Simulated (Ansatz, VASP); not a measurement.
BN: VASP beside Ansatz

INCAR

```
  PREC = Accurate
  ENCUT = 520
  EDIFF = 1E-6
  ISMEAR = 0
  SIGMA = 0.05
  LREAL = False
  LASPH = True
  NELM = 100
  ALGO = Normal
  ISIF = 2
  LWAVE = False
  LCHARG = False
  GGA = PE
  NBANDS = 16
```

KPOINTS

```
regular mesh
0
Gamma
  12 12 4
```

The input POSCAR:

```
BN
1.0
    2.5121751215      0.0000000000      0.0000000000
   -1.2560875608      2.1756074740      0.0000000000
    0.0000000000      0.0000000000      8.3436910039
B N
2 2
Direct
    0.0669454381      0.4716571929      0.2500000000
    0.6666666667      0.3333333333      0.7500000000
    0.3333333333      0.6666666667      0.7500000000
    0.6666666667      0.3333333333      0.2500000000
```

Input for Ansatz:

```yaml
crystal:
  lattice:
    - [2.5121751215, 0.0, 0.0]
    - [-1.2560875608, 2.175607474, 0.0]
    - [0.0, 0.0, 8.3436910039]
  atoms:
    - { symbol: B, position: [0.0669454381, 0.4716571929, 0.25] }
    - { symbol: B, position: [0.6666666667, 0.3333333333, 0.75] }
    - { symbol: "N", position: [0.3333333333, 0.6666666667, 0.75] }
    - { symbol: "N", position: [0.6666666667, 0.3333333333, 0.25] }
basis:
  ecutwfc: 420
kpoints:
  mp_grid: { grid: [12, 12, 4] }
hamiltonian:
  xc: pbe
scf:
  occupations: { method: gaussian, width: 0.05 }
output:
  forces: true
  stress: true
  eigenvalues: true
```

Alike in both runs: task single point; functional PBE; k mesh 12 × 12 × 4; occupations gaussian, width 0.05 eV; no spin polarisation.

```csv
,VASP,Ansatz
version,VASP 6.6.1,Ansatz 0.2.0
potentials or method,"VASP PAW PBE potentials, release 64 (B, N), cutoff 520 eV","scalar-relativistic, plane waves, PAW"
valence electrons in the cell,16,16
```

```csv
,VASP,Ansatz,Ansatz less VASP
gap on the k mesh at the Fermi level (eV),4.14,4.15,+0.015
least direct gap on the mesh (eV),4.43,4.43,-0.006
rms of the force components (eV/Å),40.916,38.545,-2.3703
```

Atom by atom the forces differ by 2.370 eV/Å (rms over components). With one functional, cell and mesh, what is left measures potentials, basis and numerics.
